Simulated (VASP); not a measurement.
# TcN2 (Fm-3m) in VASP: notebook, part 2 of 2

VASP 6.6.1. The steps go on from the part before.

## (4) Single point, revPBE

Contents of INCAR:

```
SYSTEM = TcN2
ALGO = Normal
EDIFF = 1E-6
ENCUT = 520
GGA = RE
ISIF = 2
ISMEAR = 1
LASPH = .True.
LCHARG = .False.
LREAL = .False.
LWAVE = .False.
NBANDS = 18
NELM = 60
PREC = Accurate
SIGMA = 0.1
```

Contents of KPOINTS:

```
k-points
0
Gamma
  10 10 10
  0 0 0
```

Contents of POSCAR:

```
TcN2
1.0
    0.0000000000      2.4445490000      2.4445490000
    2.4445490000      0.0000000000      2.4445490000
    2.4445490000      2.4445490000      0.0000000000
Tc N
1 2
Direct
    0.0000000000      0.0000000000      0.0000000000
    0.7500000000      0.7500000000      0.7500000000
    0.2500000000      0.2500000000      0.2500000000
```

Potentials or basis: VASP PAW PBE potentials, release 64 (Tc_pv, N).

Command:

```bash
cat potpaw_PBE.64/Tc_pv/POTCAR potpaw_PBE.64/N/POTCAR > POTCAR
mpirun -np 1 vasp_std > vasp.out
```

OUTCAR:

```text
SYSTEM = TcN2
   EDIFF = 1E-6
   ENCUT = 520
   GGA = RE
   ISIF = 2
   ISMEAR = 1
   LASPH = .True.
   LREAL = .False.
   NELM = 60
   PREC = Accurate

 ion  position               nearest neighbor table
   1  0.000  0.000  0.000-   2 2.12   2 2.12   2 2.12   3 2.12   3 2.12   3 2.12   3 2.12   2 2.12

   2  0.750  0.750  0.750-   1 2.12   1 2.12   1 2.12   1 2.12
   3  0.250  0.250  0.250-   1 2.12   1 2.12   1 2.12   1 2.12

  LATTYP: Found a face centered cubic cell.
 ALAT       =     4.8890980000

  Lattice vectors:

 A1 = (   0.0000000000,   2.4445490000,   2.4445490000)
 A2 = (   2.4445490000,   0.0000000000,   2.4445490000)
 A3 = (   2.4445490000,   2.4445490000,   0.0000000000)

Analysis of symmetry for initial positions (statically):
=====================================================================
 Subroutine PRICEL returns:
 Original cell was already a primitive cell.

 Routine SETGRP: Setting up the symmetry group for a
 face centered cubic supercell.

 Subroutine GETGRP returns: Found 48 space group operations
 (whereof 48 operations were pure point group operations)
 out of a pool of 48 trial point group operations.

The static configuration has the point symmetry O_h .

Analysis of symmetry for dynamics (positions and initial velocities):
=====================================================================
 Subroutine PRICEL returns:
 Original cell was already a primitive cell.

 Routine SETGRP: Setting up the symmetry group for a
 face centered cubic supercell.

 Subroutine GETGRP returns: Found 48 space group operations
 (whereof 48 operations were pure point group operations)
 out of a pool of 48 trial point group operations.

The dynamic configuration has the point symmetry O_h .

 Subroutine INISYM returns: Found 48 space group operations
 (whereof 48 operations are pure point group operations),
 and found     1 'primitive' translations

----------------------------------------------------------------------------------------

                                     Primitive cell

  volume of cell :      29.2164

  direct lattice vectors                    reciprocal lattice vectors
     0.000000000  2.444549000  2.444549000    -0.204536706  0.204536706  0.204536706
     2.444549000  0.000000000  2.444549000     0.204536706 -0.204536706  0.204536706
     2.444549000  2.444549000  0.000000000     0.204536706  0.204536706 -0.204536706

  length of vectors
     3.457114350  3.457114350  3.457114350     0.354267967  0.354267967  0.354267967

  position of ions in fractional coordinates (direct lattice)
     0.000000000  0.000000000  0.000000000
     0.750000000  0.750000000  0.750000000
     0.250000000  0.250000000  0.250000000

  ion indices of the primitive-cell ions
   primitive index   ion index
                 1           1
                 2           2
                 3           3

----------------------------------------------------------------------------------------

 KPOINTS: k-points

Automatic generation of k-mesh.
 Grid dimensions read from file:
 generate k-points for:   10   10   10

 Generating k-lattice:

  Cartesian coordinates                     Fractional coordinates (reciprocal lattice)
    -0.020453671  0.020453671  0.020453671     0.100000000  0.000000000  0.000000000
     0.020453671 -0.020453671  0.020453671     0.000000000  0.100000000  0.000000000
     0.020453671  0.020453671 -0.020453671     0.000000000  0.000000000  0.100000000

  Length of vectors
     0.035426797  0.035426797  0.035426797

  Shift w.r.t. Gamma in fractional coordinates (k-lattice)
     0.000000000  0.000000000  0.000000000

 Subroutine IBZKPT returns following result:
 ===========================================

 Found     47 irreducible k-points:

 Following reciprocal coordinates:
            Coordinates               Weight
  0.000000  0.000000  0.000000      1.000000
  0.100000  0.000000  0.000000      8.000000
  0.200000  0.000000  0.000000      8.000000
  0.300000  0.000000  0.000000      8.000000
  0.400000  0.000000  0.000000      8.000000
  0.500000  0.000000  0.000000      4.000000
[... 16 lines left out ...]
  0.300000  0.300000  0.000000      6.000000
  0.400000  0.300000  0.000000     24.000000
 [... further k-points ...]
   k-points           NKPTS =     47   k-points in BZ     NKDIM =     47   number of bands    NBANDS=     18
   number of dos      NEDOS =    301   number of ions     NIONS =      3
   total plane-waves  NPLWV =  21952
   dimension x,y,z NGX =    28 NGY =   28 NGZ =   28
   dimension x,y,z NGXF=    56 NGYF=   56 NGZF=   56
   ions per type =               1   2
   NGX,Y,Z   is equivalent  to a cutoff of  13.46, 13.46, 13.46 a.u.
   NGXF,Y,Z  is equivalent  to a cutoff of  26.93, 26.93, 26.93 a.u.
 SYSTEM =  TcN2
   PREC   = accura    normal or accurate (medium, high low for compatibility)
   ISTART =      0    job   : 0-new  1-cont  2-samecut
   ICHARG =      2    charge: 1-file 2-atom 10-const
   ISPIN  =      1    spin polarized calculation?
   LNONCOLLINEAR =      F non collinear calculations
   LSORBIT =      F    spin-orbit coupling
   LASPH  =      T    aspherical Exc in radial PAW
   ENCUT  =  520.0 eV  38.22 Ry    6.18 a.u.   6.43  6.43  6.43*2*pi/ulx,y,z
   NELM   =     60;   NELMIN=  2; NELMDL= -5     # of ELM steps
   EDIFF  = 0.1E-05   stopping-criterion for ELM
   LREAL  =      F    real-space projection
   EDIFFG = 0.1E-04   stopping-criterion for IOM
   NSW    =      0    number of steps for IOM
   IBRION =     -1    ionic relax: 0-MD 1-quasi-New 2-CG
   NFREE  =      0    steps in history (QN), initial steepest desc. (CG)
   ISIF   =      2    stress and relaxation
   ISYM   =      2    0-nonsym 1-usesym 2-fastsym
   POTIM  = 0.5000    time-step for ionic-motion
   TEBEG  =    0.0;   TEEND  =   0.0 temperature during run
   PSTRESS=    0.0 pullay stress
   NELECT =      23.0000    total number of electrons
   NUPDOWN=      -1.0000    fix difference up-down
   EMIN   =  10.00;   EMAX   =-10.00  energy-range for DOS
   EFERMI =   0.00;   METHOD = LEGACY
   ISMEAR =     1;   SIGMA  =   0.10  broadening in eV -4-tet -1-fermi 0-gaus
   EFERMI_NEDOS =   21; number of points for ismear=-14 and -15
   IALGO  =     38    algorithm
   IMIX   =      4    mixing-type and parameters
     AMIX     =   0.40;   BMIX     =  1.00
     AMIX_MAG =   1.60;   BMIX_MAG =  1.00
  volume/ion in A,a.u.               =       9.74        65.72
  Fermi-wavevector in a.u.,A,eV,Ry     =   1.511618  2.856544 31.089159  2.284989
  Thomas-Fermi vector in A             =   2.621651
   LORBIT       =      0    0 simple, 1 ext, 2 COOP (PROOUT), +10 PAW based schemes
   GGA     = RE    functional components
   LHFCALC =     F    Hartree Fock is set to
   AEXX    =    0.0000 exact exchange contribution
   IVDW    =     0    specifies the selected vdW correction
   LEPSILON=     F    determine dielectric tensor
   LRPA    =     F    only Hartree local field effects (RPA)
 non-spin polarized calculation
 Methfessel and Paxton  Order N= 1 SIGMA  =   0.10
  energy-cutoff  :      520.00
  volume of cell :       29.22
 maximum number of plane-waves:       801
 NGX is ok and might be reduce to    28
   NGX = 13   NGY = 13   NGZ = 13

 number of electron      23.0000001 magnetization

 Free energy of the ion-electron system (eV)
  ---------------------------------------------------
  ext. energy  EPLUGINS =         0.00000000
  ---------------------------------------------------
  free energy    TOTEN  =       -23.36619719 eV

  energy without entropy =      -23.36257826  energy(sigma->0) =      -23.36499088

 E-fermi :   8.9398     XC(G=0): -12.6935

 val. band max:        8.9383753272   @ k =  -0.4000   0.2000   0.0000
 cond. band min:       8.9437565801   @ k =  -0.1000   0.1000   0.0000
 fundamental gap:      0.0053812529
 Fermi energy:         8.9398400872

 k-point     1 :       0.0000    0.0000    0.0000
  band No.  band energies     occupation
      1     -30.6506      2.00000
      2     -30.6506      2.00000
      3     -30.6506      2.00000
      4      -8.0303      2.00000
      5      -2.3052      2.00000
      6       1.9725      2.00000
[... 10 lines left out ...]
     17      18.1409      0.00000
     18      21.5621      0.00000
[... 463 lines left out ...]
 k-point    24 :       0.4000    0.3000    0.0000
  band No.  band energies     occupation
      1     -30.7841      2.00000
      2     -30.7017      2.00000
      3     -30.6962      2.00000
      4      -5.9402      2.00000
      5      -4.7572      2.00000
      6       2.4222      2.00000
[... 10 lines left out ...]
     17      19.6030      0.00000
     18      23.1509      0.00000

 [... further k-points ...]
[... 5 lines left out ...]
  --------------------------------------------------------------------------------------
  -------------------------------------------------------------------------------------
  Total       -0.3892861     -0.3892861     -0.3892861      0.0000000     -0.0000000      0.0000000
  in kB      -21.3478074    -21.3478074    -21.3478074      0.0000000     -0.0000000      0.0000000
  external PRESSURE =     -21.3478074 kB  Pullay stress =       0.0000000 kB

 VOLUME and BASIS-vectors are now :
 -----------------------------------------------------------------------------
  energy-cutoff  :      520.00
  volume of cell :       29.22
      direct lattice vectors                 reciprocal lattice vectors
     0.000000000  2.444549000  2.444549000    -0.204536706  0.204536706  0.204536706
     2.444549000  0.000000000  2.444549000     0.204536706 -0.204536706  0.204536706
     2.444549000  2.444549000  0.000000000     0.204536706  0.204536706 -0.204536706

 POSITION                                       TOTAL-FORCE (eV/Angst)
 -----------------------------------------------------------------------------------
      0.00000      0.00000      0.00000        -0.000000     -0.000000      0.000000
      3.66682      3.66682      3.66682         0.000000      0.000000      0.000000
      1.22227      1.22227      1.22227        -0.000000     -0.000000     -0.000000
 -----------------------------------------------------------------------------------
    total drift:                               -0.000000     -0.000000      0.000000

  FREE ENERGIE OF THE ION-ELECTRON SYSTEM (eV)
  ---------------------------------------------------
  free  energy   TOTEN  =       -23.3661971948 eV

  energy  without entropy=      -23.3625782576  energy(sigma->0) =      -23.36499088
```

OSZICAR:

```text
N       E                     dE             d eps       ncg     rms          rms(c)
DAV:   1     0.212418128401E+03    0.21242E+03   -0.13248E+04  1700   0.124E+03
DAV:   2    -0.224611824580E+02   -0.23488E+03   -0.22955E+03  2074   0.365E+02
DAV:   3    -0.308395030780E+02   -0.83783E+01   -0.83197E+01  1848   0.761E+01
DAV:   4    -0.309044257289E+02   -0.64923E-01   -0.64888E-01  1872   0.735E+00
DAV:   5    -0.309048881109E+02   -0.46238E-03   -0.46235E-03  1796   0.593E-01    0.292E+01
DAV:   6    -0.303327016012E+02    0.57219E+00   -0.13709E+02  1738   0.609E+01    0.208E+01
DAV:   7    -0.234580166720E+02    0.68747E+01   -0.36765E+01  1706   0.418E+01    0.776E+00
DAV:   8    -0.233724642902E+02    0.85552E-01   -0.12665E+00  1722   0.822E+00    0.383E+00
DAV:   9    -0.233742302702E+02   -0.17660E-02   -0.91253E-02  1734   0.232E+00    0.906E-01
DAV:  10    -0.233681269728E+02    0.61033E-02   -0.55765E-02  1762   0.152E+00    0.454E-01
DAV:  11    -0.233666548731E+02    0.14721E-02   -0.12566E-02  1792   0.615E-01    0.240E-01
DAV:  12    -0.233661853340E+02    0.46954E-03   -0.27735E-03  1708   0.402E-01    0.465E-02
DAV:  13    -0.233661954347E+02   -0.10101E-04   -0.34085E-05  1732   0.524E-02    0.214E-02
DAV:  14    -0.233661969965E+02   -0.15618E-05   -0.24372E-05  1716   0.296E-02    0.744E-03
DAV:  15    -0.233661971948E+02   -0.19837E-06   -0.32974E-06  1200   0.110E-02
   1 F= -.23366197E+02 E0= -.23364991E+02  d E =-.361894E-02
```

It took 19 s on 1 thread of Intel Xeon Platinum 8488C (Sapphire Rapids), shared host; peak memory 0.17 GiB.

What came out:

```
Free energy : -23.3662 eV
Pressure    : -2.1 GPa
```

Caveat: the PAW data sets were made with another functional, which shifts forces and pressure a little.

## (5) Overview

```csv
level,gap on the mesh (eV),pressure (GPa)
BLYP,none,6.8
PBEsol,none,-14.7
revPBE,none,-2.1
```

Alike in all rows: task single point; potentials or basis VASP PAW PBE potentials, release 64 (Tc_pv, N); no spin polarisation; cell as given; k mesh 10 × 10 × 10; cutoff (eV) 520; smearing methfessel-paxton 0.1 eV.

Every run on the cell as given and a fine mesh finds a metal. The pressure there spans -14.7 GPa (PBEsol) to 6.8 GPa (BLYP); a positive pressure means that this level wants a larger cell, a negative one a smaller.

Caveats: the PAW data sets were made with another functional, which shifts forces and pressure a little.

Total energies depend on the potentials used, so only differences within one code and one set of settings carry meaning.
